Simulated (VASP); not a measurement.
# ZrS2 (P-3m1) in VASP: further runs

ZrS2 is run at these levels: PBEsol; tasks: single point.

All numbers are computed with VASP 6.6.1; they aren't measurements. Logs are shortened: lines on timing, memory, paths and dates and some standing lists are left out, and cuts for length are marked.

**1. The cell of the first run**

It takes space group P-3m1 (No. 164, trigonal). The conventional cell has a = 3.691 Å, b = 3.691 Å, c = 6.041 Å, α = 90.00°, β = 90.00°, γ = 120.00°. Zr (site symmetry -3m) has 6 S at 2.57 Å within 3.4 Å. S (site symmetry 3m) has 3 Zr at 2.57 Å within 3.4 Å.

**2. Single point, PBEsol**

Input file INCAR:

```
SYSTEM = ZrS2
PREC = Accurate
ENCUT = 500
EDIFF = 1E-6
ISMEAR = -1
SIGMA = 0.1
LREAL = .FALSE.
LASPH = .TRUE.
NELM = 120
ALGO = Normal
ISIF = 2
LWAVE = .FALSE.
LCHARG = .FALSE.
GGA = PS
NBANDS = 19
GGA_COMPAT = .FALSE.
```

Input file KPOINTS:

```
regular mesh
0
G
  6 6 3
  0 0 0
```

Input file POSCAR:

```
ZrS2
1.0
    3.6913800000      0.0000000000      0.0000000000
   -1.8456900000      3.1968300000      0.0000000000
    0.0000000000      0.0000000000      6.0410800000
Zr S
1 2
Direct
    0.0000000000      0.0000000000      0.0000000000
    0.6666666667      0.3333333333      0.7620900000
    0.3333333333      0.6666666667      0.2379100000
```

Potentials or basis: VASP PAW PBE potentials, release 64 (Zr_sv, S).

On the command line:

```console
$ cat potpaw_PBE.64/Zr_sv/POTCAR potpaw_PBE.64/S/POTCAR > POTCAR
$ mpirun -np 1 vasp_std > vasp.out
```

OUTCAR:

```text
SYSTEM = ZrS2
   PREC = Accurate
   ENCUT = 500
   EDIFF = 1E-6
   ISMEAR = -1
   LREAL = .FALSE.
   LASPH = .TRUE.
   NELM = 120
   ISIF = 2
   GGA = PS

 ion  position               nearest neighbor table
   1  0.000  0.000  0.000-   2 2.57   3 2.57   2 2.57   3 2.57   2 2.57   3 2.57
   2  0.667  0.333  0.762-   1 2.57   1 2.57   1 2.57
   3  0.333  0.667  0.238-   1 2.57   1 2.57   1 2.57

  LATTYP: Found a hexagonal cell.
 ALAT       =     3.6913800000
 C/A-ratio  =     1.6365370133

  Lattice vectors:

 A1 = (   3.6913800000,   0.0000000000,   0.0000000000)
 A2 = (  -1.8456900000,   3.1968300000,   0.0000000000)
 A3 = (   0.0000000000,   0.0000000000,   6.0410800000)

Analysis of symmetry for initial positions (statically):
=====================================================================
 Subroutine PRICEL returns:
 Original cell was already a primitive cell.

 Routine SETGRP: Setting up the symmetry group for a
 hexagonal supercell.

 Subroutine GETGRP returns: Found 12 space group operations
 (whereof 12 operations were pure point group operations)
 out of a pool of 24 trial point group operations.

The static configuration has the point symmetry D_3d.

Analysis of symmetry for dynamics (positions and initial velocities):
=====================================================================
 Subroutine PRICEL returns:
 Original cell was already a primitive cell.

 Routine SETGRP: Setting up the symmetry group for a
 hexagonal supercell.

 Subroutine GETGRP returns: Found 12 space group operations
 (whereof 12 operations were pure point group operations)
 out of a pool of 24 trial point group operations.

The dynamic configuration has the point symmetry D_3d.

 Subroutine INISYM returns: Found 12 space group operations
 (whereof 12 operations are pure point group operations),
 and found     1 'primitive' translations

----------------------------------------------------------------------------------------

                                     Primitive cell

  volume of cell :      71.2891

  direct lattice vectors                    reciprocal lattice vectors
     3.691380000  0.000000000  0.000000000     0.270901397  0.156404939  0.000000000
    -1.845690000  3.196830000  0.000000000     0.000000000  0.312809877  0.000000000
     0.000000000  0.000000000  6.041080000     0.000000000  0.000000000  0.165533315

  length of vectors
     3.691380000  3.691380992  6.041080000     0.312809961  0.312809877  0.165533315

  position of ions in fractional coordinates (direct lattice)
     0.000000000  0.000000000  0.000000000
     0.666666667  0.333333333  0.762090000
     0.333333333  0.666666667  0.237910000

  ion indices of the primitive-cell ions
   primitive index   ion index
                 1           1
                 2           2
                 3           3

----------------------------------------------------------------------------------------

 KPOINTS: regular mesh

Automatic generation of k-mesh.
 Grid dimensions read from file:
 generate k-points for:    6    6    3

 Generating k-lattice:

  Cartesian coordinates                     Fractional coordinates (reciprocal lattice)
     0.045150233  0.026067490  0.000000000     0.166666667  0.000000000  0.000000000
     0.000000000  0.052134980  0.000000000     0.000000000  0.166666667  0.000000000
     0.000000000  0.000000000  0.055177772     0.000000000  0.000000000  0.333333333

  Length of vectors
     0.052134994  0.052134980  0.055177772

  Shift w.r.t. Gamma in fractional coordinates (k-lattice)
     0.000000000  0.000000000  0.000000000

 Subroutine IBZKPT returns following result:
 ===========================================

 Found     17 irreducible k-points:

 Following reciprocal coordinates:
            Coordinates               Weight
  0.000000  0.000000  0.000000      1.000000
  0.166667  0.000000  0.000000      6.000000
  0.333333  0.000000  0.000000      6.000000
  0.500000  0.000000  0.000000      3.000000
  0.166667  0.166667  0.000000      6.000000
  0.333333  0.166667  0.000000     12.000000
[... 9 lines left out ...]
 -0.166667  0.500000  0.333333     12.000000
  0.333333  0.333333  0.333333      4.000000
   k-points           NKPTS =     17   k-points in BZ     NKDIM =     17   number of bands    NBANDS=     19
   number of dos      NEDOS =    301   number of ions     NIONS =      3
   total plane-waves  NPLWV =  37632
   dimension x,y,z NGX =    28 NGY =   28 NGZ =   48
   dimension x,y,z NGXF=    56 NGYF=   56 NGZF=   96
   ions per type =               1   2
   NGX,Y,Z   is equivalent  to a cutoff of  12.61, 12.61, 13.21 a.u.
   NGXF,Y,Z  is equivalent  to a cutoff of  25.22, 25.22, 26.42 a.u.
 SYSTEM =  ZrS2
   PREC   = accura    normal or accurate (medium, high low for compatibility)
   ISTART =      0    job   : 0-new  1-cont  2-samecut
   ICHARG =      2    charge: 1-file 2-atom 10-const
   ISPIN  =      1    spin polarized calculation?
   LNONCOLLINEAR =      F non collinear calculations
   LSORBIT =      F    spin-orbit coupling
   LASPH  =      T    aspherical Exc in radial PAW
   ENCUT  =  500.0 eV  36.75 Ry    6.06 a.u.   6.73  6.73 11.01*2*pi/ulx,y,z
   NELM   =    120;   NELMIN=  2; NELMDL= -5     # of ELM steps
   EDIFF  = 0.1E-05   stopping-criterion for ELM
   LREAL  =      F    real-space projection
   EDIFFG = 0.1E-04   stopping-criterion for IOM
   NSW    =      0    number of steps for IOM
   IBRION =     -1    ionic relax: 0-MD 1-quasi-New 2-CG
   NFREE  =      0    steps in history (QN), initial steepest desc. (CG)
   ISIF   =      2    stress and relaxation
   ISYM   =      2    0-nonsym 1-usesym 2-fastsym
   POTIM  = 0.5000    time-step for ionic-motion
   TEBEG  =    0.0;   TEEND  =   0.0 temperature during run
   PSTRESS=    0.0 pullay stress
   NELECT =      24.0000    total number of electrons
   NUPDOWN=      -1.0000    fix difference up-down
   EMIN   =  10.00;   EMAX   =-10.00  energy-range for DOS
   EFERMI =   0.00;   METHOD = LEGACY
   ISMEAR =    -1;   SIGMA  =   0.10  broadening in eV -4-tet -1-fermi 0-gaus
   EFERMI_NEDOS =   21; number of points for ismear=-14 and -15
   IALGO  =     38    algorithm
   IMIX   =      4    mixing-type and parameters
     AMIX     =   0.40;   BMIX     =  1.00
     AMIX_MAG =   1.60;   BMIX_MAG =  1.00
  volume/ion in A,a.u.               =      23.76       160.36
  Fermi-wavevector in a.u.,A,eV,Ry     =   1.138862  2.152136 17.646835  1.297006
  Thomas-Fermi vector in A             =   2.275566
   LORBIT       =      0    0 simple, 1 ext, 2 COOP (PROOUT), +10 PAW based schemes
   GGA     = PS    functional components
   LHFCALC =     F    Hartree Fock is set to
   AEXX    =    0.0000 exact exchange contribution
   IVDW    =     0    specifies the selected vdW correction
   LEPSILON=     F    determine dielectric tensor
   LRPA    =     F    only Hartree local field effects (RPA)
 non-spin polarized calculation
  energy-cutoff  :      500.00
  volume of cell :       71.29
 maximum number of plane-waves:      1818
 NGX is ok and might be reduce to    28
   NGX = 13   NGY = 13   NGZ = 23

 number of electron      23.9999999 magnetization

 Free energy of the ion-electron system (eV)
  ---------------------------------------------------
  ext. energy  EPLUGINS =         0.00000000
  ---------------------------------------------------
  free energy    TOTEN  =       -22.52741332 eV

  energy without entropy =      -22.52618029  energy(sigma->0) =      -22.52679680

 E-fermi :   4.5364     XC(G=0):  -9.5126

 val. band max:        4.0038693503   @ k =   0.1667   0.0000   0.0000
 cond. band min:       5.0683106212   @ k =   0.5000   0.0000   0.3333
 fundamental gap:      1.0644412708
 Fermi energy:         4.5363664937

 k-point     1 :       0.0000    0.0000    0.0000
  band No.  band energies     occupation
      1     -44.8262      2.00000
      2     -22.9213      2.00000
      3     -22.7688      2.00000
      4     -22.7688      2.00000
      5      -8.5159      2.00000
      6      -7.1001      2.00000
[... 11 lines left out ...]
     18       9.6316      0.00000
     19       9.8071      0.00000

 k-point     2 :       0.1667    0.0000    0.0000
  band No.  band energies     occupation
      1     -44.8217      2.00000
      2     -22.9078      2.00000
      3     -22.8328      2.00000
      4     -22.7826      2.00000
      5      -8.2459      2.00000
      6      -7.1655      2.00000
[... 11 lines left out ...]
     18      10.7152      0.00000
     19      11.3929      0.00000

 k-point     3 :       0.3333    0.0000    0.0000
  band No.  band energies     occupation
      1     -44.8129      2.00000
      2     -22.9587      2.00000
      3     -22.8795      2.00000
      4     -22.8099      2.00000
      5      -7.6936      2.00000
      6      -7.2451      2.00000
[... 11 lines left out ...]
     18      11.3958      0.00000
     19      12.1619      0.00000

 k-point     4 :       0.5000    0.0000    0.0000
  band No.  band energies     occupation
      1     -44.8084      2.00000
      2     -23.0197      2.00000
      3     -22.8658      2.00000
      4     -22.8235      2.00000
      5      -7.5436      2.00000
      6      -7.1101      2.00000
[... 11 lines left out ...]
     18      10.6411      0.00000
     19      11.9071      0.00000

 k-point     5 :       0.1667    0.1667    0.0000
  band No.  band energies     occupation
      1     -44.8151      2.00000
      2     -22.9148      2.00000
      3     -22.8876      2.00000
      4     -22.8152      2.00000
      5      -7.8130      2.00000
      6      -7.2547      2.00000
[... 11 lines left out ...]
     18      12.1139      0.00000
     19      12.8113      0.00000
[... 180 lines left out ...]
      2     -22.9148      2.00000
      3     -22.8878      2.00000
      4     -22.8152      2.00000
      5      -7.7107      2.00000
      6      -7.3699      2.00000
[... 11 lines left out ...]
     18      12.2877      0.00000
     19      12.5908      0.00000

 k-point    15 :       0.3333    0.1667    0.3333
  band No.  band energies     occupation
      1     -44.8084      2.00000
      2     -22.9868      2.00000
      3     -22.8675      2.00000
      4     -22.8561      2.00000
      5      -7.4452      2.00000
      6      -7.2142      2.00000
[... 11 lines left out ...]
     18      11.0182      0.00000
     19      12.3268      0.00000

 k-point    16 :      -0.1667    0.5000    0.3333
  band No.  band energies     occupation
      1     -44.8084      2.00000
      2     -22.9868      2.00000
      3     -22.8675      2.00000
      4     -22.8561      2.00000
      5      -7.4944      2.00000
      6      -7.1574      2.00000
[... 11 lines left out ...]
     18      11.3248      0.00000
     19      11.8697      0.00000

 k-point    17 :       0.3333    0.3333    0.3333
  band No.  band energies     occupation
      1     -44.8062      2.00000
      2     -22.9411      2.00000
      3     -22.9411      2.00000
      4     -22.8598      2.00000
      5      -7.2580      2.00000
      6      -7.2580      2.00000
[... 11 lines left out ...]
     18      12.0799      0.00000
     19      12.8569      0.00000

------------------------ aborting loop because EDIFF is reached ----------------------------------------

  FORCE on cell =-STRESS in cart. coord.  units (eV):
  Direction    XX          YY          ZZ          XY          YZ          ZX
  --------------------------------------------------------------------------------------
  -------------------------------------------------------------------------------------
  Total       -1.3256353     -1.3256363     -0.5891333     -0.0000000      0.0000000      0.0000000
  in kB      -29.7928301    -29.7928514    -13.2404056     -0.0000000      0.0000000      0.0000000
  external PRESSURE =     -24.2753624 kB  Pullay stress =       0.0000000 kB

 VOLUME and BASIS-vectors are now :
 -----------------------------------------------------------------------------
  energy-cutoff  :      500.00
  volume of cell :       71.29
      direct lattice vectors                 reciprocal lattice vectors
     3.691380000  0.000000000  0.000000000     0.270901397  0.156404939  0.000000000
    -1.845690000  3.196830000  0.000000000     0.000000000  0.312809877  0.000000000
     0.000000000  0.000000000  6.041080000     0.000000000  0.000000000  0.165533315

 POSITION                                       TOTAL-FORCE (eV/Angst)
 -----------------------------------------------------------------------------------
      0.00000      0.00000      0.00000         0.000000     -0.000000      0.000000
      1.84569      1.06561      4.60385        -0.000000     -0.000000      0.141822
     -0.00000      2.13122      1.43723         0.000000      0.000000     -0.141822
 -----------------------------------------------------------------------------------
    total drift:                                0.000000      0.000000     -0.000000

  FREE ENERGIE OF THE ION-ELECTRON SYSTEM (eV)
  ---------------------------------------------------
  free  energy   TOTEN  =       -22.5274133203 eV

  energy  without entropy=      -22.5261802879  energy(sigma->0) =      -22.52679680
```

It took 24 s on 1 thread of Intel Xeon 6975P-C, shared host; peak memory 0.19 GiB.

Results:

* Free energy: -22.5274 eV
* Pressure: -2.4 GPa
* Largest force: 0.142 eV/Å
* Band gap on the k mesh: 1.06 eV, indirect (least direct gap 1.58 eV)

Forces in eV/Å, atoms in the order of the input:
```
Zr   0.000  0.000  0.000
S    0.000  0.000  0.142
S    0.000  0.000 -0.142
```

Levels at points of the mesh, in eV from the valence-band top:
```csv
k point,band 10,band 11,band 12,band 13,band 14,band 15
"(0.00, 0.00, 0.00)",-0.03,-0.03,0.00,1.58,1.58,2.42
"(0.50, 0.00, 0.00)",-2.34,-1.63,-1.12,1.18,3.25,3.51
```

Caveat: the PAW data sets were made with another functional, which shifts forces and pressure a little; this functional lacks dispersion, which binds the layers, so the pressure and a relaxed spacing across them are unreliable.

[end of part 1 of 2]
